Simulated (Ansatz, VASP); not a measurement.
**TlBr in VASP and in Ansatz**

INCAR

```
ALGO     = Normal         # electronic algorithm
EDIFF    = 1E-6           # SCF threshold, eV
ENCUT    = 500            # plane-wave cutoff, eV
GGA      = PE             # functional
GGA_COMPAT= False        
ISIF     = 2              # what is computed and relaxed
ISMEAR   = 0              # smearing method
LASPH    = True           # aspherical terms in the spheres
LCHARG   = False          # write CHGCAR
LREAL    = False          # projectors in reciprocal space
LWAVE    = False          # write WAVECAR
NBANDS   = 17             # bands
NELM     = 120            # most SCF steps
PREC     = Accurate       # precision mode
SIGMA    = 0.01           # smearing width, eV
```

The input KPOINTS:

```
k-points
0
Gamma
  4 4 4
```

Contents of POSCAR:

```
TlBr
1.0
    3.9949064284      0.0000000000      0.0000000000
    0.0000000000      3.9949064284      0.0000000000
    0.0000000000      0.0000000000      3.9949064284
Tl Br
1 1
Direct
    0.0000000000      0.0000000000      0.0000000000
    0.5000000000      0.5000000000      0.5000000000
```

Input for Ansatz:

```yaml
crystal:
  lattice:
    - [3.9949064284, 0.0, 0.0]
    - [0.0, 3.9949064284, 0.0]
    - [0.0, 0.0, 3.9949064284]
  atoms:
    - { symbol: Tl, position: [0.0, 0.0, 0.0] }
    - { symbol: Br, position: [0.5, 0.5, 0.5] }
kpoints:
  mp_grid: { grid: [4, 4, 4] }
hamiltonian:
  xc: pbe
scf:
  occupations: { method: fixed }
  n_extra_bands: 4
output:
  forces: true
  stress: true
  eigenvalues: true
```

Alike in both runs: task single point; functional PBE; k mesh 4 × 4 × 4; no spin polarisation.

|  | VASP | Ansatz |
| --- | --- | --- |
| version | VASP 6.6.1 | Ansatz 0.2.0 |
| potentials or method | VASP PAW PBE potentials, release 64 (Tl_d, Br) | plane waves, PAW |
| plane-wave cutoff (eV) | 500 | 420 |
| occupations | gaussian, width 0.01 eV | fixed |
| valence electrons in the cell | 20 | 20 |

|  | VASP | Ansatz | Ansatz less VASP |
| --- | --- | --- | --- |
| gap on the k mesh at the Fermi level (eV) | 1.88 | 1.88 | -0.006 |
| pressure (GPa) | 1.0 | 1.1 | +0.03 |

Neither program's run includes spin-orbit coupling.
